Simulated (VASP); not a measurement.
Wanted: the native input for a VASP 6.6.1 run.

| Property | Result |
| --- | --- |
| Task | single point |
| Functional | PBE |
| Potentials or basis | VASP PAW PBE potentials, release 64 (Mg, O) |
| Cutoff | 520 eV |
| k mesh | 6 × 6 × 1 |
| Occupations | gaussian, width 0.1 eV |
| Spin | no spin polarisation |
| Dipole correction | yes |
| Further INCAR settings | LREAL = Auto; ALGO = Normal; EDIFF = 1e-06; NBANDS = 33 |

The structure of Mg16O lies in POSCAR:

```
Mg16O
1.0
    6.4201385705      0.0000000000      0.0000000000
   -3.2100692852      5.5600030979      0.0000000000
    0.0000000000      0.0000000000     24.7147783802
Mg O
16 1
Direct
    0.3333333333      0.1666666667      0.1618464847
    0.3333333333      0.6666666667      0.1618464847
    0.8333333333      0.1666666667      0.1618464847
    0.8333333333      0.6666666667      0.1618464847
    0.1666666667      0.3333333333      0.2657906286
    0.1666666667      0.8333333333      0.2657906286
    0.6666666667      0.3333333333      0.2657906286
    0.6666666667      0.8333333333      0.2657906286
    0.3333333333      0.1666666667      0.3682830748
    0.3333333333      0.6666666667      0.3682830748
    0.8333333333      0.1666666667      0.3682830748
    0.8333333333      0.6666666667      0.3682830748
    0.1666666667      0.3333333333      0.4739989249
    0.1666666667      0.8333333333      0.4739989249
    0.6666666667      0.3333333333      0.4739989249
    0.6666666667      0.8333333333      0.4739989249
    0.5000000000      0.0000000000      0.6006437991
```

These files were run (other wordings do the same):

INCAR

```
SYSTEM = Mg16O
ALGO     = Normal         ! electronic algorithm
DIPOL    = 0.5 0.5 0.334
EDIFF    = 1E-6           ! SCF threshold, eV
ENCUT    = 520            ! plane-wave cutoff, eV
GGA      = PE             ! functional
IDIPOL   = 3            
ISIF     = 2              ! what is computed and relaxed
ISMEAR   = 0              ! smearing method
LASPH    = .TRUE.         ! aspherical terms in the spheres
LCHARG   = .TRUE.         ! write CHGCAR
LDIPOL   = .TRUE.       
LELF     = .TRUE.         ! ELF
LREAL    = Auto         
LVACPOTAV= .TRUE.       
LVHAR    = .TRUE.       
LWAVE    = .FALSE.        ! write WAVECAR
NBANDS   = 33             ! bands
NELM     = 100            ! most SCF steps
PREC     = Accurate       ! precision mode
SIGMA    = 0.1            ! smearing width, eV
```

KPOINTS

```
k-points
0
G
  6 6 1
  0 0 0
```

Potentials or basis: VASP PAW PBE potentials, release 64 (Mg, O).

The run is started by

```console
$ cat potpaw_PBE.64/Mg/POTCAR potpaw_PBE.64/O/POTCAR > POTCAR
$ mpirun -np 1 vasp_std > vasp.out
```

Results of the run:

- Largest force: 1.611 eV/Å
- Band gap on the k mesh: zero (bands 19 and 20 overlap by 0.51 eV)

Wall time 7.9 min on 1 thread of Intel(R) Xeon(R) 6975P-C (Granite Rapids), on a shared host, peak memory 0.86 GiB.
